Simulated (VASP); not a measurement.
Input of a VASP 6.6.1 run:

The input INCAR:

```
SYSTEM = C19O2
ALGO     = Normal         ! electronic algorithm
DIPOL    = 0.5 0.5 0.421
EDIFF    = 1E-6           ! SCF threshold, eV
ENCUT    = 520            ! plane-wave cutoff, eV
GGA      = PE             ! functional
IDIPOL   = 3            
ISIF     = 2              ! what is computed and relaxed
ISMEAR   = 0              ! smearing method
IVDW     = 12             ! dispersion correction
LASPH    = .True.         ! aspherical terms in the spheres
LCHARG   = .False.        ! write CHGCAR
LDIPOL   = .True.       
LREAL    = Auto         
LWAVE    = .False.        ! write WAVECAR
NBANDS   = 60             ! bands
NELM     = 80             ! most SCF steps
PREC     = Accurate       ! precision mode
SIGMA    = 0.05           ! smearing width, eV
```

The input KPOINTS:

```
k-points
0
Gamma
  3 3 1
  0 0 0
```

File POSCAR:

```
C19O2
1.0
    7.3951485247      0.0000000000      0.0000000000
   -3.6975742623      6.4043864871      0.0000000000
    0.0000000000      0.0000000000     20.4766100066
C O
19 2
Direct
    0.5555555556      0.4444444444      0.3906896697
    0.5555730501      0.7778304328      0.3906707891
    0.5554902185      0.1110895895      0.3906605814
    0.8889104105      0.4445097815      0.3906605814
    0.8890035128      0.7778473665      0.3903777946
    0.8888981053      0.1111018947      0.3906504373
    0.2221695672      0.4444269499      0.3906707891
    0.2221413453      0.7778586547      0.3903661912
    0.2221526335      0.1109964872      0.3903777946
    0.4443436972      0.2221585733      0.3906010771
    0.4444369839      0.5555630161      0.3906820127
    0.4443579705      0.8888985330      0.3905859600
    0.7777711036      0.2222288964      0.3907235220
    0.7778414267      0.5556563028      0.3906010771
    0.7778284920      0.8888854827      0.3905888345
    0.1111145173      0.2221715080      0.3905888345
    0.1111014670      0.5556420295      0.3905859600
    0.1111044463      0.8888955537      0.3901441995
    0.1112280848      0.8887719152      0.6032737273
    0.1110559799      0.8889440201      0.6604279579
    0.1113997399      0.8886002601      0.5461140401
```

Potentials or basis: VASP PAW PBE potentials, release 64 (C, O).

The run is started by

```sh
$ cat potpaw_PBE.64/C/POTCAR potpaw_PBE.64/O/POTCAR > POTCAR
$ mpirun -np 1 vasp_std > vasp.out
```

Task: Estimate the band gap on the k mesh.

Result: Zero (filled and empty bands touch).

Task: Predict the largest force.

Result: 0.649 eV/Å.

Forces in eV/Å, atoms in the order of the input:
```
C   -0.005  0.003  0.000
C   -0.005 -0.007 -0.002
C    0.007  0.004  0.001
C    0.000 -0.008  0.001
C   -0.017 -0.009 -0.003
C   -0.005  0.003  0.001
C    0.004  0.008 -0.002
C    0.022 -0.013  0.002
C    0.000  0.019 -0.003
C    0.009  0.014  0.001
C    0.001  0.000  0.001
C    0.011 -0.001 -0.001
C   -0.004  0.002 -0.001
C   -0.008 -0.015  0.001
C   -0.009  0.001  0.000
C   -0.005  0.007  0.000
C    0.006 -0.009 -0.001
C    0.001  0.000 -0.002
C    0.000  0.000  0.005
O   -0.003  0.002  0.649
O    0.000  0.000 -0.647
```
